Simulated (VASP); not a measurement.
Wanted: the native input for a VASP 6.6.1 run.

- Task: single point
- Functional: BLYP
- Dispersion: D4
- Potentials or basis: VASP PAW PBE potentials, release 64 (Co)
- Cutoff: 520 eV
- k mesh: 12 × 12 × 7
- Occupations: fermi-dirac, width 0.05 eV
- Spin: collinear spin, ferromagnetic start
- Starting moments: [2.0, 2.0] μB
- Dipole correction: no
- Further INCAR settings: ALGO = Normal; EDIFF = 1e-06; NBANDS = 20

The structure of Co lies in POSCAR:

```
Co
1.0
    2.5045299482      0.0000000000      0.0000000000
   -1.2522649741      2.1689865596      0.0000000000
    0.0000000000      0.0000000000      4.0740599388
Co
2
Direct
    0.6666666667      0.3333333333      0.7500000000
    0.3333333333      0.6666666667      0.2500000000
```

These files were run (other wordings do the same):

INCAR

```
SYSTEM = Co
PREC     = Accurate       ! precision mode
ENCUT    = 520            ! plane-wave cutoff, eV
EDIFF    = 1E-6           ! SCF threshold, eV
ISMEAR   = -1             ! smearing method
SIGMA    = 0.05           ! smearing width, eV
LREAL    = .False.        ! projectors in reciprocal space
LASPH    = .True.         ! aspherical terms in the spheres
NELM     = 150            ! most SCF steps
ALGO     = Normal         ! electronic algorithm
ISIF     = 2              ! what is computed and relaxed
LWAVE    = .False.        ! write WAVECAR
LCHARG   = .True.         ! write CHGCAR
ISPIN    = 2              ! spin polarisation
MAGMOM   = 2 2            ! initial moments
LORBIT   = 11             ! projections on sites
LMAXMIX  = 4              ! l up to which the mixer works
GGA      = B5             ! functional
ALDAX    = 1.0          
AGGAX    = 1.0          
AGGAC    = 1.0          
ALDAC    = 0.0          
IVDW     = 13             ! dispersion correction
VDW_S6   = 1.0          
VDW_S8   = 2.34076671   
VDW_A1   = 0.44488865   
VDW_A2   = 4.0933009    
LELF     = .True.         ! ELF
LVHAR    = .True.       
NBANDS   = 20             ! bands
```

KPOINTS

```
Automatic mesh
0
Gamma
  12 12 7
  0 0 0
```

Potentials or basis: VASP PAW PBE potentials, release 64 (Co).

Command:

```sh
$ cat potpaw_PBE.64/Co/POTCAR > POTCAR
$ mpirun -np 1 vasp_std > vasp.out
```

It gave:

- Pressure: -6.8 GPa
- Net moment: 3.20 μB per cell
- Site moments: Co +1.62 μB
- Valence electrons inside the program's atomic spheres: Co 8.27
- Dispersion energy per atom: -0.813 eV

Caveat: the cell stands under tension; the PAW data sets were made with another functional, which shifts forces and pressure a little.

Run time: 29 s on 1 thread of Intel(R) Xeon(R) 6975P-C (Granite Rapids), on a shared host, peak memory 0.17 GiB.
